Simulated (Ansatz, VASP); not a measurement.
One calculation of In3GaAs4, two programs

```xyz
8
Lattice="-3.0077 3.0077 6.0086 3.0077 -3.0077 6.0086 3.0077 3.0077 -6.0086" Properties=species:S:1:pos:R:3 pbc="T T T"
Ga    0.0000    0.0000    0.0000
As    1.4285    1.4285    1.4426
As    1.5792   -1.5792    4.5660
As    1.5792    1.5792    7.4512
As   -1.5792    1.5792    4.5660
In    0.0000    3.0077    3.0043
In    0.0000    0.0000    6.0086
In    3.0077    0.0000    3.0043
```

Alike in both runs: task single point; functional PBE; k mesh 6 × 6 × 6; occupations fermi-dirac, width 0.02 eV; no spin polarisation.

```csv
,VASP,Ansatz
version,VASP 6.6.1,Ansatz 0.2.0
potentials or method,"VASP PAW PBE potentials, release 64 (Ga_d, As, In_d)","plane waves, PAW"
plane-wave cutoff (eV),520,420
valence electrons in the cell,72,112
```

VASP gave:

* pressure (GPa): 1.8
* rms of the force components (eV/Å): 0.004

**Question.** Which values does Ansatz return?

**Answer.** Pressure (GPa): 1.7; rms of the force components (eV/Å): 0.007.

VASP's potentials hold 72 valence electrons a cell and Ansatz's 112, so a difference there can come from the potentials and not from the codes.
